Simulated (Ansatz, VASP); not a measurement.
# Hf: VASP beside Ansatz

POSCAR

```
Hf
1.0
    3.1987335297      0.0000000000      0.0000000000
   -1.5993667648      2.7701844966      0.0000000000
    0.0000000000      0.0000000000      5.0505021987
Hf
2
Direct
    0.3333333333      0.6666666667      0.2500000000
    0.6666666667      0.3333333333      0.7500000000
```

File INCAR.step1:

```
SYSTEM = Hf
ALGO = Normal
EDIFF = 1E-4
ENCUT = 520
GGA = PE
ISMEAR = 1
LASPH = .True.
LCHARG = .False.
LREAL = .False.
LWAVE = .True.
NBANDS = 17
NELM = 100
PREC = Accurate
SIGMA = 0.6
```

Contents of INCAR.step2:

```
SYSTEM = Hf
ALGO = Normal
EDIFF = 1E-6
ENCUT = 520
ISIF = 2
ISMEAR = 1
ISTART = 1
LASPH = .True.
LCHARG = .False.
LMIXTAU = .True.
LREAL = .False.
LWAVE = .False.
METAGGA = R2SCAN
NBANDS = 17
NELM = 100
PREC = Accurate
SIGMA = 0.6
```

The input KPOINTS:

```
k-points
0
Gamma
  11 11 6
  0 0 0
```

Input for Ansatz:

```yaml
crystal:
  lattice:
    - [3.1987335297, 0.0, 0.0]
    - [-1.5993667648, 2.7701844966, 0.0]
    - [0.0, 0.0, 5.0505021987]
  atoms:
    - { symbol: Hf, position: [0.3333333333, 0.6666666667, 0.25] }
    - { symbol: Hf, position: [0.6666666667, 0.3333333333, 0.75] }
hamiltonian:
  xc: r2scan
  pseudopotentials:
    kind: paw
    azcp:
      Hf: "pseudopotentials/Hf.paw.azcp"
basis:
  ecutwfc: 500
  fft_grid_basis: typed
kpoints:
  mp_grid: { grid: [11, 11, 6], shift: [0, 0, 0] }
magnetization:
  spin_polarized: false
scf:
  occupations: { method: cold, width: 0.6 }
  lower_state_search: "off"
output:
  stress: true
  write_density: true
  write_potential: true
  elf: true
  volumetric_format: npy
```

Alike in both runs: task single point; functional r2SCAN; k mesh 11 × 11 × 6; no spin polarisation.

```csv
,VASP,Ansatz
version,VASP 6.6.1,Ansatz 0.2.0
potentials or method,"VASP PAW PBE potentials, release 64 (Hf_pv), cutoff 520 eV","plane waves (500 eV) with PAW, scalar-relativistic"
occupations,"methfessel-paxton of order 1, width 0.6 eV","cold, width 0.6 eV"
valence electrons in the cell,20,52
```

|  | VASP | Ansatz | Ansatz less VASP |
| --- | --- | --- | --- |
| pressure (GPa) | -0.9 | -0.3 | +0.53 |
| traceless stress, the component that is largest in VASP (GPa) | -0.33 | -0.31 | +0.024 |

VASP's potentials were made for PBE, not for r2SCAN. VASP's potentials hold 20 valence electrons a cell and Ansatz's 52, so a difference there can come from the potentials and not from the codes.

Spin-orbit coupling is off throughout.
